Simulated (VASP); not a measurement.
A run of VASP 6.6.1 is set up as follows.

Contents of INCAR:

```
SYSTEM = Al
  PREC = Accurate
  ENCUT = 520
  EDIFF = 1E-6
  ISMEAR = -1
  SIGMA = 0.08
  LREAL = .FALSE.
  LASPH = .TRUE.
  NELM = 60
  ALGO = Normal
  ISIF = 2
  LWAVE = .FALSE.
  LCHARG = .FALSE.
  LDIPOL = .TRUE.
  IDIPOL = 3
  DIPOL = 0.5 0.5 0.500
  GGA = PE
  IBRION = 2
  NSW = 60
  EDIFFG = -0.01
```

Contents of KPOINTS:

```
regular mesh
0
G
  13 9 1
  0 0 0
```

The input POSCAR:

```
Al
1.0
    2.8574853682      0.0000000000      0.0000000000
    0.0000000000      4.0410945620      0.0000000000
    0.0000000000      0.0000000000     23.1437000000
Al
6
Direct
    0.2500000000      0.2500000000      0.3456661333
    0.7500000000      0.7500000000      0.4073996800
    0.2500000000      0.2500000000      0.4691332267
    0.7500000000      0.7500000000      0.5308667733
    0.2500000000      0.2500000000      0.5926003200
    0.7500000000      0.7500000000      0.6543338667
```

Potentials or basis: VASP PAW PBE potentials, release 64 (Al).

The run is started by

```bash
$ cat potpaw_PBE.64/Al/POTCAR > POTCAR
$ mpirun -np 1 vasp_std > vasp.out
```

(1) Predict the band gap on the k mesh.

(2) Predict the energy gained by relaxing.

Results:

(1) zero (bands 9 and 10 overlap by 2.35 eV).

(2) 7.3 meV/atom.
